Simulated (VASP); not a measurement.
Wanted: the native input for a VASP 6.6.1 run.

```
Task                   : single point
Functional             : PBEsol
Potentials or basis    : VASP PAW PBE potentials, release 64 (Pd)
Cutoff                 : 520 eV
k mesh                 : 13 × 10 × 1
Occupations            : fermi-dirac, width 0.05 eV
Spin                   : no spin polarisation
Dipole correction      : yes
Further INCAR settings : ALGO = Normal; EDIFF = 1e-06; NBANDS = 33
```

The structure of Pd lies in POSCAR:

```
Pd
1.0
    2.7410560016      0.0000000000      0.0000000000
    0.0000000000      3.8764385727      0.0000000000
    0.0000000000      0.0000000000     16.3014000000
Pd
5
Direct
    0.0000000000      0.0000000000      0.3373949026
    0.5000000000      0.5000000000      0.4134405476
    0.0000000000      0.0000000000      0.5000000005
    0.5000000000      0.5000000000      0.5865594522
    0.0000000000      0.0000000000      0.6626050974
```

The input as run:

INCAR

```
SYSTEM = Pd
ALGO = Normal
DIPOL = 0.5 0.5 0.500
EDIFF = 1E-6
ENCUT = 520
GGA = PS
IDIPOL = 3
ISIF = 2
ISMEAR = -1
LASPH = .True.
LCHARG = .False.
LDIPOL = .True.
LREAL = .False.
LWAVE = .False.
NBANDS = 33
NELM = 80
PREC = Accurate
SIGMA = 0.05
```

KPOINTS

```
k-points
0
Gamma
  13 10 1
  0 0 0
```

Potentials or basis: VASP PAW PBE potentials, release 64 (Pd).

Launch:

```sh
$ cat potpaw_PBE.64/Pd/POTCAR > POTCAR
$ mpirun -np 1 vasp_std > vasp.out
```

Results of the run:

- Largest force: 0.028 eV/Å
- Band gap on the k mesh: zero (bands 25 and 26 overlap by 0.47 eV)

Caveat: the PAW data sets were made with another functional, which shifts forces and pressure a little.

It took 8.4 min on 1 thread of Intel Xeon 8259CL (shared host), peak memory 0.36 GiB.
